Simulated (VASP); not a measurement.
Here is a VASP 6.6.1 calculation.

The input INCAR:

```
PREC = Accurate
ENCUT = 520
EDIFF = 1E-7
ISMEAR = 0
SIGMA = 0.15
LREAL = F
LASPH = T
NELM = 80
ALGO = Normal
ISIF = 2
LWAVE = F
LCHARG = F
GGA = PE
NBANDS = 16
```

KPOINTS

```
Automatic mesh
0
Gamma
  16 16 8
```

POSCAR

```
InSb
1.0
    2.9843563200      0.0000000000      0.0000000000
    0.0000000000      2.9843563200      0.0000000000
    0.0000000000      0.0000000000      6.2154700000
In Sb
1 1
Direct
    0.0000000000      0.0000000000      0.0000000000
    0.0000000000      0.0000000000      0.5000000000
```

Potentials or basis: VASP PAW PBE potentials, release 64 (In_d, Sb).

Launch:

```bash
$ cat potpaw_PBE.64/In_d/POTCAR potpaw_PBE.64/Sb/POTCAR > POTCAR
$ mpirun -np 1 vasp_std > vasp.out
```

What does it give for the band gap on the k mesh?

Zero (band 9 reaches 12.10 eV, above the bottom of band 10 at 5.45 eV).

Predict the pressure.

4.0 GPa.

Stress tensor (GPa, compression positive):
```
5.44 0.00 0.00
0.00 5.44 0.00
0.00 0.00 1.05
```

Caveat: the cell differs from its parent crystal (strain -0.030 along x and y, +0.000 along z); spin-orbit coupling is left out, which moves the levels of the heavy elements.
